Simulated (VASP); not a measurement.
# PbF2: relaxation of cell and atoms with PBE

Crystal: PbF2.

```
Pb F
1.0
     0.00000    2.99997    2.99997
     2.99997    0.00000    2.99997
     2.99997    2.99997    0.00000
Pb F
1 2
Direct
  0.00000 0.00000 0.00000
  0.25000 0.25000 0.25000
  0.75000 0.75000 0.75000
```

```
Program                : VASP 6.6.1
Task                   : relaxation of cell and atoms
Functional             : PBE
Potentials or basis    : VASP PAW PBE potentials, release 64 (Pb_d, F)
Cutoff                 : 600 eV
k mesh                 : 8 × 8 × 8
Occupations            : gaussian, width 0.01 eV
Spin                   : no spin polarisation
Dipole correction      : no
Further INCAR settings : ALGO = Normal; EDIFF = 1e-07; IBRION = 2; EDIFFG = -0.001; NSW = 80; ISIF = 3
```

- Relaxed volume: 17.94 Å³/atom
- Relaxed cell: a = 4.238 Å, b = 4.238 Å, c = 4.238 Å, α = 60.00°, β = 60.00°, γ = 60.00°
- Space group after relaxing (to 0.1 Å): Fm-3m (No. 225)
- Energy gained by relaxing: 0.0 meV/atom
- Ionic steps: 3
- Pressure after relaxing: 0.0 GPa
- Band gap on the k mesh: 4.42 eV (least direct gap 4.56 eV)

Step by step:
```tsv
step	energy change (eV)	largest force (eV/Å)	pressure (GPa)	volume (Å³)
1	0.0000	0.0000	-0.22	54.00
2	-0.0001	0.0000	0.02	53.81
3	-0.0001	0.0000	0.00	53.82
```

Final structure:
```
Pb F
1.0
     0.00000    2.99671    2.99671
     2.99671    0.00000    2.99671
     2.99671    2.99671    0.00000
Pb F
1 2
Direct
  0.00000 0.00000 0.00000
  0.25000 0.25000 0.25000
  0.75000 0.75000 0.75000
```

Levels at points of the mesh, in eV from the valence-band top:
```tsv
k point	band 12	band 13	band 14	band 15	band 16	band 17
(0.00, 0.00, 0.00)	-1.77	-1.77	-1.77	6.74	6.74	6.74
(0.50, 0.00, 0.00)	-1.94	-1.94	-0.01	5.03	7.56	7.56
(0.50, 0.50, 0.00)	-1.38	-1.37	-0.14	4.42	7.78	7.78
```

It took 99 s on 1 thread of Intel Xeon 8259CL (shared host), peak memory 0.22 GiB.

Caveat: spin-orbit coupling is left out, which moves the levels of the heavy elements. A k mesh can miss the band edges.
